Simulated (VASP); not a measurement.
# CoO (R3m) in VASP: relaxation of cell and atoms with PBEsol

Aim: the relaxation of cell and atoms of CoO with PBEsol.

Everything below comes from runs of VASP 6.6.1. Logs are shortened: lines on timing, memory, paths and dates and some standing lists are left out, and cuts for length are marked.

## Step 1: The cell of the first run

The structure is trigonal, space group R3m (No. 160). The conventional cell has a = 3.204 Å, b = 3.204 Å, c = 7.699 Å, α = 90.00°, β = 90.00°, γ = 120.00°. Within 2.5 Å of Co (site symmetry 3m) lie 4 O at 1.91 to 1.96 Å. O (site symmetry 3m) has 4 Co at 1.91 to 1.96 Å within 2.5 Å.

## Step 2: Relaxation of cell and atoms, PBEsol, collinear spin, antiferromagnetic start

INCAR

```
SYSTEM = CoO
  PREC = Accurate
  ENCUT = 600
  EDIFF = 1E-7
  ISMEAR = 0
  SIGMA = 0.1
  LREAL = .FALSE.
  LASPH = .TRUE.
  NELM = 150
  ALGO = Normal
  ISIF = 3
  LWAVE = .FALSE.
  LCHARG = .FALSE.
  ISPIN = 2
  MAGMOM = -2.21 2.21 -0.16 0.16
  LORBIT = 11
  LMAXMIX = 4
  GGA = PS
  IBRION = 2
  NSW = 100
  EDIFFG = -0.05
```

KPOINTS

```
Automatic mesh
0
G
  6 6 6
  0 0 0
```

POSCAR

```
CoO
1.0
    1.6022198417      0.9250420569      5.1329417806
   -1.6022198417      0.9250420569      5.1329417806
    0.0000000000     -1.8500841138      5.1329417806
Co O
2 2
Direct
    0.9994877300      0.9994877300      0.9994877300
    0.4994905900      0.4994905900      0.4994905900
    0.3754955300      0.3754955300      0.3754955300
    0.8755255000      0.8755255000      0.8755255000
```

Potentials or basis: VASP PAW PBE potentials, release 64 (Co, O).

Command:

```console
$ cat potpaw_PBE.64/Co/POTCAR potpaw_PBE.64/O/POTCAR > POTCAR
$ mpirun -np 1 vasp_std > vasp.out
```

OUTCAR:

```text
SYSTEM = CoO
   PREC = Accurate
   ENCUT = 600
   EDIFF = 1E-7
   ISMEAR = 0
   LREAL = .FALSE.
   LASPH = .TRUE.
   NELM = 150
   ISIF = 3
   ISPIN = 2
   LORBIT = 11
   GGA = PS
   IBRION = 2
   NSW = 100
   EDIFFG = -0.05

 ion  position               nearest neighbor table
   1  0.999  0.999  0.999-   4 1.91   3 1.96   3 1.96   3 1.96
   2  0.499  0.499  0.499-   3 1.91   4 1.96   4 1.96   4 1.96
   3  0.375  0.375  0.375-   2 1.91   1 1.96   1 1.96   1 1.96
   4  0.876  0.876  0.876-   1 1.91   2 1.96   2 1.96   2 1.96

  LATTYP: Found a trigonal (rhomboedric) cell.
 ALAT       =     5.4561802162
 COS(alpha) =     0.8275366594

  Lattice vectors:

 A1 = (   1.6022198417,   0.9250420569,   5.1329417806)
 A2 = (  -1.6022198417,   0.9250420569,   5.1329417806)
 A3 = (   0.0000000000,  -1.8500841138,   5.1329417806)

Analysis of symmetry for initial positions (statically):
=====================================================================
 Subroutine PRICEL returns:
 Original cell was already a primitive cell.

 Routine SETGRP: Setting up the symmetry group for a
 trigonal (rhombohedral) supercell.

 Subroutine GETGRP returns: Found  6 space group operations
 (whereof  6 operations were pure point group operations)
 out of a pool of 12 trial point group operations.

The static configuration has the point symmetry C_3v.

Analysis of symmetry for dynamics (positions and initial velocities):
=====================================================================
 Subroutine PRICEL returns:
 Original cell was already a primitive cell.

 Routine SETGRP: Setting up the symmetry group for a
 trigonal (rhombohedral) supercell.

 Subroutine GETGRP returns: Found  6 space group operations
 (whereof  6 operations were pure point group operations)
 out of a pool of 12 trial point group operations.

The dynamic configuration has the point symmetry C_3v.

Analysis of structural, dynamic, and magnetic symmetry:
=====================================================================
 Subroutine PRICEL returns:
 Original cell was already a primitive cell.

 Routine SETGRP: Setting up the symmetry group for a
 trigonal (rhombohedral) supercell.

 Subroutine GETGRP returns: Found  6 space group operations
 (whereof  6 operations were pure point group operations)
 out of a pool of 12 trial point group operations.

The overall configuration has the point symmetry C_3v.

 Subroutine INISYM returns: Found  6 space group operations
 (whereof  6 operations are pure point group operations),
 and found     1 'primitive' translations

----------------------------------------------------------------------------------------

                                     Primitive cell

  volume of cell :      45.6458

  direct lattice vectors                    reciprocal lattice vectors
     1.602219842  0.925042057  5.132941781     0.312067038  0.180171988  0.064940018
    -1.602219842  0.925042057  5.132941781    -0.312067038  0.180171988  0.064940018
     0.000000000 -1.850084114  5.132941781     0.000000000 -0.360343977  0.064940018

  length of vectors
     5.456180216  5.456180216  5.456180216     0.366148860  0.366148860  0.366148860

  position of ions in fractional coordinates (direct lattice)
     0.999487730  0.999487730  0.999487730
     0.499490590  0.499490590  0.499490590
     0.375495530  0.375495530  0.375495530
     0.875525500  0.875525500  0.875525500

  ion indices of the primitive-cell ions
   primitive index   ion index
                 1           1
                 2           2
                 3           3
                 4           4

----------------------------------------------------------------------------------------

 KPOINTS: Automatic mesh

Automatic generation of k-mesh.
 Grid dimensions read from file:
 generate k-points for:    6    6    6

 Generating k-lattice:

  Cartesian coordinates                     Fractional coordinates (reciprocal lattice)
     0.052011173  0.030028665  0.010823336     0.166666667 -0.000000000  0.000000000
    -0.052011173  0.030028665  0.010823336    -0.000000000  0.166666667  0.000000000
     0.000000000 -0.060057329  0.010823336     0.000000000  0.000000000  0.166666667

  Length of vectors
     0.061024810  0.061024810  0.061024810

  Shift w.r.t. Gamma in fractional coordinates (k-lattice)
     0.000000000  0.000000000  0.000000000

 Subroutine IBZKPT returns following result:
 ===========================================

 Found     32 irreducible k-points:

 Following reciprocal coordinates:
            Coordinates               Weight
  0.000000  0.000000  0.000000      1.000000
  0.166667  0.000000  0.000000      6.000000
  0.333333  0.000000  0.000000      6.000000
  0.500000 -0.000000  0.000000      3.000000
  0.166667  0.166667  0.000000      6.000000
  0.333333  0.166667  0.000000     12.000000
[... 16 lines left out ...]
  0.500000  0.500000  0.166667      6.000000
 -0.333333  0.500000  0.166667     12.000000
 [... further k-points ...]
   k-points           NKPTS =     32   k-points in BZ     NKDIM =     32   number of bands    NBANDS=     19
   number of dos      NEDOS =    301   number of ions     NIONS =      4
   total plane-waves  NPLWV = 110592
   dimension x,y,z NGX =    48 NGY =   48 NGZ =   48
   dimension x,y,z NGXF=    96 NGYF=   96 NGZF=   96
   ions per type =               2   2
   NGX,Y,Z   is equivalent  to a cutoff of  14.63, 14.63, 14.63 a.u.
   NGXF,Y,Z  is equivalent  to a cutoff of  29.25, 29.25, 29.25 a.u.
 SYSTEM =  CoO
   PREC   = accura    normal or accurate (medium, high low for compatibility)
   ISTART =      0    job   : 0-new  1-cont  2-samecut
   ICHARG =      2    charge: 1-file 2-atom 10-const
   ISPIN  =      2    spin polarized calculation?
   LNONCOLLINEAR =      F non collinear calculations
   LSORBIT =      F    spin-orbit coupling
   LASPH  =      T    aspherical Exc in radial PAW
   ENCUT  =  600.0 eV  44.10 Ry    6.64 a.u.  10.90 10.90 10.90*2*pi/ulx,y,z
   NELM   =    150;   NELMIN=  2; NELMDL= -5     # of ELM steps
   EDIFF  = 0.1E-06   stopping-criterion for ELM
   LREAL  =      F    real-space projection
   EDIFFG = -.5E-01   stopping-criterion for IOM
   NSW    =    100    number of steps for IOM
   IBRION =      2    ionic relax: 0-MD 1-quasi-New 2-CG
   NFREE  =      1    steps in history (QN), initial steepest desc. (CG)
   ISIF   =      3    stress and relaxation
   ISYM   =      2    0-nonsym 1-usesym 2-fastsym
   POTIM  = 0.5000    time-step for ionic-motion
   TEBEG  =    0.0;   TEEND  =   0.0 temperature during run
   PSTRESS=    0.0 pullay stress
   NELECT =      30.0000    total number of electrons
   NUPDOWN=      -1.0000    fix difference up-down
   EMIN   =  10.00;   EMAX   =-10.00  energy-range for DOS
   EFERMI =   0.00;   METHOD = LEGACY
   ISMEAR =     0;   SIGMA  =   0.10  broadening in eV -4-tet -1-fermi 0-gaus
   EFERMI_NEDOS =   21; number of points for ismear=-14 and -15
   IALGO  =     38    algorithm
   IMIX   =      4    mixing-type and parameters
     AMIX     =   0.40;   BMIX     =  1.00
     AMIX_MAG =   1.60;   BMIX_MAG =  1.00
  volume/ion in A,a.u.               =      11.41        77.01
  Fermi-wavevector in a.u.,A,eV,Ry     =   1.423360  2.689761 27.564786  2.025955
  Thomas-Fermi vector in A             =   2.543966
   LORBIT       =     11    0 simple, 1 ext, 2 COOP (PROOUT), +10 PAW based schemes
   GGA     = PS    functional components
   LHFCALC =     F    Hartree Fock is set to
   AEXX    =    0.0000 exact exchange contribution
   IVDW    =     0    specifies the selected vdW correction
   LEPSILON=     F    determine dielectric tensor
   LRPA    =     F    only Hartree local field effects (RPA)
 conjugate gradient relaxation of ions
 spin polarized calculation
 Gauss-broadening in eV      SIGMA  =   0.10
  energy-cutoff  :      600.00
  volume of cell :       45.65
 maximum number of plane-waves:      1541
 NGX is ok and might be reduce to    48
   NGX = 21   NGY = 21   NGZ = 21

--------------------------------------- Ionic step        1  -------------------------------------------

 number of electron      30.0000000 magnetization      -0.0000630

 number of electron      30.0000000 magnetization       0.0001207

 Free energy of the ion-electron system (eV)
  ---------------------------------------------------
  ext. energy  EPLUGINS =         0.00000000
  ---------------------------------------------------
  free energy    TOTEN  =       -28.57343457 eV

  energy without entropy =      -28.56303533  energy(sigma->0) =      -28.56823495

------------------------ aborting loop because EDIFF is reached ----------------------------------------

  FORCE on cell =-STRESS in cart. coord.  units (eV):
  Direction    XX          YY          ZZ          XY          YZ          ZX
  --------------------------------------------------------------------------------------
  -------------------------------------------------------------------------------------
  Total       -2.7219026     -2.7219026     -3.2815647     -0.0000000      0.0000000      0.0000000
  in kB      -95.5392861    -95.5392861   -115.1835305     -0.0000000      0.0000000      0.0000000
  external PRESSURE =    -102.0873676 kB  Pullay stress =       0.0000000 kB
[... 181 lines left out ...]
  energy  without entropy=      -28.6778090254  energy(sigma->0) =      -28.68719148

--------------------------------------- Ionic step        6  -------------------------------------------

 number of electron      30.0000001 magnetization       0.0014271

 Free energy of the ion-electron system (eV)
  ---------------------------------------------------
  ext. energy  EPLUGINS =         0.00000000
  ---------------------------------------------------
  free energy    TOTEN  =       -28.69751774 eV

  energy without entropy =      -28.67889599  energy(sigma->0) =      -28.68820687

 E-fermi :   7.1288     XC(G=0): -11.9575

 val. band max:        7.0796554004   @ k =   0.0000   0.0000   0.0000
 cond. band min:       7.1319266779   @ k =  -0.3333   0.5000   0.1667
 fundamental gap:      0.0522712774
 Fermi energy:         7.1288442475

 spin component 1

 k-point     1 :       0.0000    0.0000    0.0000
  band No.  band energies     occupation
      1     -13.6012      1.00000
      2     -12.7593      1.00000
      3      -0.5441      1.00000
      4       0.4819      1.00000
      5       0.4819      1.00000
      6       0.6111      1.00000
[... 11 lines left out ...]
     18       9.0634      0.00000
     19       9.0634      0.00000
[... 489 lines left out ...]
      3      -0.5351      1.00000
      4      -0.3458      1.00000
      5       0.7290      1.00000
      6       1.0060      1.00000
[... 11 lines left out ...]
     18       8.0637      0.00000
     19      13.0599      0.00000

 [... further k-points ...]

 spin component 2

 k-point     1 :       0.0000    0.0000    0.0000
  band No.  band energies     occupation
      1     -13.6014      1.00000
      2     -12.7586      1.00000
      3      -0.5441      1.00000
      4       0.4809      1.00000
      5       0.4809      1.00000
      6       0.6117      1.00000
[... 11 lines left out ...]
     18       9.0633      0.00000
     19       9.0633      0.00000
[... 489 lines left out ...]
      3      -0.5354      1.00000
      4      -0.3453      1.00000
      5       0.7285      1.00000
      6       1.0064      1.00000
[... 11 lines left out ...]
     18       8.0641      0.00000
     19      13.0608      0.00000

 [... further k-points ...]

------------------------ aborting loop because EDIFF is reached ----------------------------------------

  FORCE on cell =-STRESS in cart. coord.  units (eV):
  Direction    XX          YY          ZZ          XY          YZ          ZX
  --------------------------------------------------------------------------------------
  -------------------------------------------------------------------------------------
  Total        0.1016332      0.1016332     -0.1690755      0.0000000      0.0000000      0.0000000
  in kB        3.8767838      3.8767838     -6.4493601      0.0000000      0.0000000      0.0000000
  external PRESSURE =       0.4347358 kB  Pullay stress =       0.0000000 kB
[... 19 lines left out ...]
  FREE ENERGIE OF THE ION-ELECTRON SYSTEM (eV)
  ---------------------------------------------------
  free  energy   TOTEN  =       -28.6975177436 eV

  energy  without entropy=      -28.6788959895  energy(sigma->0) =      -28.68820687

 reached required accuracy - stopping structural energy minimisation

 total charge

# of ion       s       p       d       tot
------------------------------------------
    1        0.379   0.525   7.297   8.201
    2        0.379   0.525   7.297   8.201
    3        1.546   3.445   0.000   4.991
    4        1.546   3.445   0.000   4.990
--------------------------------------------------
tot          3.850   7.939  14.595  26.383

 magnetization (x)

# of ion       s       p       d       tot
------------------------------------------
    1       -0.007  -0.044  -1.906  -1.958
    2        0.007   0.044   1.907   1.959
    3       -0.011  -0.119   0.000  -0.130
    4        0.011   0.119   0.000   0.130
--------------------------------------------------
tot          0.000   0.000   0.001   0.001
```

It took 13 min on 1 thread of Intel Xeon Platinum 8488C (Sapphire Rapids), shared host; peak memory 0.43 GiB.

Results:

```
Free energy                                           : -28.6975 eV
Relaxed volume                                        : 10.50 Å³/atom
Relaxed cell                                          : a = 5.290 Å, b = 5.290 Å, c = 5.290 Å, α = 34.33°, β = 34.33°, γ = 34.33°
Space group after relaxing (to 0.1 Å)                 : F-43m (No. 216)
Energy gained by relaxing                             : 31.0 meV/atom
Ionic steps                                           : 6
Pressure after relaxing                               : 0.0 GPa
Largest force after relaxing                          : 0.019 eV/Å
Band gap on the k mesh                                : zero (filled and empty bands overlap)
Net moment                                            : 0.00 μB per cell
Site moments                                          : Co -1.96, +1.96; O -0.13, +0.13 μB
Valence electrons inside the program's atomic spheres : Co 8.20; O 4.99
```

Forces on the atoms (eV/Å):
```
Co   0.000  0.000  0.019
Co   0.000  0.000  0.018
O    0.000  0.000 -0.019
O    0.000  0.000 -0.018
```

Stress tensor (GPa, compression positive):
```
 0.39  0.00  0.00
 0.00  0.39  0.00
 0.00  0.00 -0.64
```

The path:
```
step  energy change (eV)  largest force (eV/Å)  pressure (GPa)  volume (Å³)
   1              0.0000                0.1002          -10.21        45.65
   2             -0.1021                0.3606            4.53        41.01
   3             -0.1197                0.2034           -0.20        42.20
   4             -0.1230                0.0079           -0.02        42.01
   5             -0.1231                0.0214           -0.03        42.04
   6             -0.1241                0.0188            0.04        42.00
```

Final structure:
```cif
data_structure
_symmetry_space_group_name_H-M 'P 1'
_symmetry_Int_Tables_number 1
_cell_length_a 5.2900
_cell_length_b 5.2900
_cell_length_c 5.2900
_cell_angle_alpha 34.335
_cell_angle_beta 34.335
_cell_angle_gamma 34.335
_cell_volume 42.00
loop_
_atom_site_label
_atom_site_type_symbol
_atom_site_fract_x
_atom_site_fract_y
_atom_site_fract_z
_atom_site_occupancy
Co1 Co 0.99994 0.99994 0.99994 1
Co2 Co 0.49993 0.49993 0.49993 1
O1 O 0.37506 0.37506 0.37506 1
O2 O 0.87507 0.87507 0.87507 1
```

Levels at points of the mesh, in eV from the Fermi level:
Spin up:
| k point | band 13 | band 14 | band 15 | band 16 | band 17 | band 18 |
| --- | --- | --- | --- | --- | --- | --- |
| (0.00, 0.00, 0.00) | -1.00 | -0.05 | -0.05 | 0.20 | 1.66 | 1.93 |
| (0.50, 0.00, 0.00) | -1.34 | -0.35 | -0.34 | 0.08 | 0.51 | 0.89 |
| (0.50, 0.50, 0.00) | -1.37 | -0.57 | -0.50 | -0.09 | 0.80 | 0.99 |
| (0.50, 0.50, 0.50) | -1.15 | 0.31 | 0.31 | 0.76 | 1.89 | 1.89 |
Spin down:
```tsv
k point	band 11	band 12	band 13	band 14	band 15	band 16	band 17	band 18	band 19
(0.00, 0.00, 0.00)	-1.81	-1.00	-1.00	-0.05	-0.05	0.20	1.66	1.93	1.93
(0.50, 0.00, 0.00)	-2.05	-1.92	-1.34	-0.35	-0.34	0.09	0.51	0.89	6.07
(0.50, 0.50, 0.00)	-2.03	-1.69	-1.36	-0.57	-0.50	-0.09	0.80	0.99	5.66
(0.50, 0.50, 0.50)	-1.24	-1.24	-1.14	0.31	0.31	0.76	1.89	1.89	2.76
```

Caveat: the k points lie up to 0.39 Å⁻¹ apart in the final cell; the PAW data sets were made with another functional, which shifts forces and pressure a little; semilocal functionals often make such compounds metallic where correlation or magnetic order opens a gap, which also shifts bond lengths. With open d or f shells a metallic result of PBEsol can be an artefact of self-interaction; +U or a hybrid may open a gap.

The gap in the log of VASP goes by the Fermi energy; the results here count the filled bands.